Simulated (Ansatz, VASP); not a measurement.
Mg5CdS6: VASP beside Ansatz

```xyz
12
Lattice="3.7300 0.0000 0.0000 -1.8650 3.2303 0.0000 0.0000 0.0000 18.3097" Properties=species:S:1:pos:R:3 pbc="T T T"
Mg    0.0000    2.1535   15.3048
Mg    0.0000    0.0000    0.0000
Mg    1.8650    1.0768    3.0049
Mg    0.0000    2.1535    6.0120
Mg    1.8650    1.0768   12.2977
Cd    0.0000    0.0000    9.1549
S     1.8650    1.0768   16.8076
S     0.0000    2.1535    1.5022
S     0.0000    0.0000    4.5071
S     1.8650    1.0768    7.4985
S     0.0000    2.1535   10.8112
S     0.0000    0.0000   13.8026
```

Alike in both runs: functional PBE; k mesh 12 × 12 × 2; occupations gaussian, width 0.02 eV; no spin polarisation.

Ansatz relaxed the structure, and its values are those at the end. VASP's run is a single point on that final structure, the one shown.

|  | VASP | Ansatz |
| --- | --- | --- |
| version | VASP 6.6.1 | Ansatz 0.2.0 |
| potentials or method | VASP PAW PBE potentials, release 64 (Mg, Cd, S), cutoff 520 eV | scalar-relativistic, plane waves, PAW |
| valence electrons in the cell | 58 | 106 |

|  | VASP | Ansatz | Ansatz less VASP |
| --- | --- | --- | --- |
| gap on the k mesh at the Fermi level (eV) | 1.91 | 1.92 | +0.011 |
| least direct gap on the mesh (eV) | 2.34 | 2.36 | +0.011 |
| pressure (GPa) | -0.2 | 0.0 | +0.16 |
| rms of the force components (eV/Å) | 0.011 | 0.002 | -0.0095 |

VASP's potentials hold 58 valence electrons a cell and Ansatz's 106, so a difference there can come from the potentials and not from the codes.
